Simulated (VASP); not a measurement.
Here is a VASP 6.6.1 calculation.

File INCAR:

```
PREC = Accurate
ENCUT = 500
EDIFF = 1E-7
ISMEAR = -1
SIGMA = 0.02
LREAL = False
LASPH = True
NELM = 120
ALGO = Normal
ISIF = 3
LWAVE = False
LCHARG = False
GGA = PE
IBRION = 2
NSW = 80
EDIFFG = -0.005
GGA_COMPAT = False
NELMIN = 4
```

The input KPOINTS:

```
Automatic mesh
0
Gamma
  10 10 10
```

The input POSCAR:

```
In
1.0
   -1.6254700000      1.6254700000      2.4737000000
    1.6254700000     -1.6254700000      2.4737000000
    1.6254700000      1.6254700000     -2.4737000000
In
1
Direct
    0.0000000000      0.0000000000      0.0000000000
```

Potentials or basis: VASP PAW PBE potentials, release 64 (In_d).

Run with:

```bash
$ cat potpaw_PBE.64/In_d/POTCAR > POTCAR
$ mpirun -np 1 vasp_std > vasp.out
```

What does it give for the band gap on the k mesh?

Zero (an odd number of electrons rules out a gap without spin polarisation).

Predict the space group after relaxing (to 0.1 Å).

Fm-3m (No. 225).

Estimate the relaxed cell.

a = 3.374 Å, b = 3.374 Å, c = 3.374 Å, α = 119.54°, β = 119.54°, γ = 90.79°.

Predict the relaxed volume.

27.35 Å³/atom.

Final structure:
```
CELL_PARAMETERS angstrom
-1.69871 1.69871 2.36924
1.69871 -1.69871 2.36924
1.69871 1.69871 -2.36924
ATOMIC_POSITIONS crystal
In 0.00000 0.00000 0.00000
```

Caveat: spin-orbit coupling is left out, which moves the levels of the heavy elements. PBE usually gives volumes a little too large and moduli too small.
